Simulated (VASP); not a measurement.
A run of VASP 6.6.1 is set up as follows.

File INCAR:

```
SYSTEM = BP
ALGO = Normal ; EDIFF = 1E-8
ENCUT = 520 ; IBRION = 8
ISIF = 2 ; ISMEAR = 0
LASPH = .True. ; LCHARG = .False.
LEPSILON = .True. ; LREAL = .False.
LWAVE = .False. ; NELM = 100
NSW = 1 ; PREC = Accurate
SIGMA = 0.01
```

The input KPOINTS:

```
k-points
0
Gamma
  10 10 10
  0 0 0
```

POSCAR

```
BP
1.0
    0.0000000000      2.2607000000      2.2607000000
    2.2607000000      0.0000000000      2.2607000000
    2.2607000000      2.2607000000      0.0000000000
B P
1 1
Direct
    0.0000000000      0.0000000000      0.0000000000
    0.2500000000      0.2500000000      0.2500000000
```

Potentials or basis: VASP PAW LDA potentials, release 64 (B, P).

The run is started by

```bash
$ cat potpaw_LDA.64/B/POTCAR potpaw_LDA.64/P/POTCAR > POTCAR
$ mpirun -np 1 vasp_std > vasp.out
```

Q: What does it give for the electronic dielectric tensor (diagonal)?

A: 9.29.

Q: Predict the Born charges (mean of the diagonal).

A: B -0.56; P +0.56 e.

Q: Estimate the highest phonon frequency at Γ, LO-TO splitting left out.

A: 802 cm⁻¹.

Phonon frequencies in cm⁻¹ (negative: imaginary):
```tsv
q point	frequencies
(0.000, 0.000, 0.000)	0 0 0 802 802 802
```

Caveat: the cell stands under pressure or tension, which shifts response properties.
